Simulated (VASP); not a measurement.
Write the native input for VASP 6.6.1 that does the following.

```
Task                   : single point
Functional             : revPBE
Potentials or basis    : VASP PAW PBE potentials, release 64 (Zn, S)
Cutoff                 : 520 eV
k mesh                 : 8 × 8 × 8
Occupations            : gaussian, width 0.05 eV
Spin                   : no spin polarisation
Dipole correction      : no
Further INCAR settings : ALGO = Normal; EDIFF = 1e-06; NBANDS = 16
```

The structure of ZnS lies in POSCAR:

```
ZnS
1.0
    0.0000000000      2.7646852476      2.7646852476
    2.7646852476      0.0000000000      2.7646852476
    2.7646852476      2.7646852476      0.0000000000
Zn S
1 1
Direct
    0.0000000000      0.0000000000      0.0000000000
    0.7500000000      0.7500000000      0.7500000000
```

This cell differs from its parent crystal: volume scaled by 1.02.

The input as run:

INCAR

```
PREC = Accurate
ENCUT = 520
EDIFF = 1E-6
ISMEAR = 0
SIGMA = 0.05
LREAL = False
LASPH = True
NELM = 60
ALGO = Normal
ISIF = 2
LWAVE = False
LCHARG = False
GGA = RE
NBANDS = 16
```

KPOINTS

```
regular mesh
0
Gamma
  8 8 8
```

Potentials or basis: VASP PAW PBE potentials, release 64 (Zn, S).

The run is started by

```sh
$ cat potpaw_PBE.64/Zn/POTCAR potpaw_PBE.64/S/POTCAR > POTCAR
$ mpirun -np 1 vasp_std > vasp.out
```

Results of the run:

| Property | Result |
| --- | --- |
| Pressure | -1.1 GPa |
| Band gap on the k mesh | 1.94 eV, direct |

Caveat: the PAW data sets were made with another functional, which shifts forces and pressure a little.

It took 9.2 s on 1 thread of Intel(R) Xeon(R) 6975P-C (Granite Rapids) (shared host), peak memory 0.17 GiB.
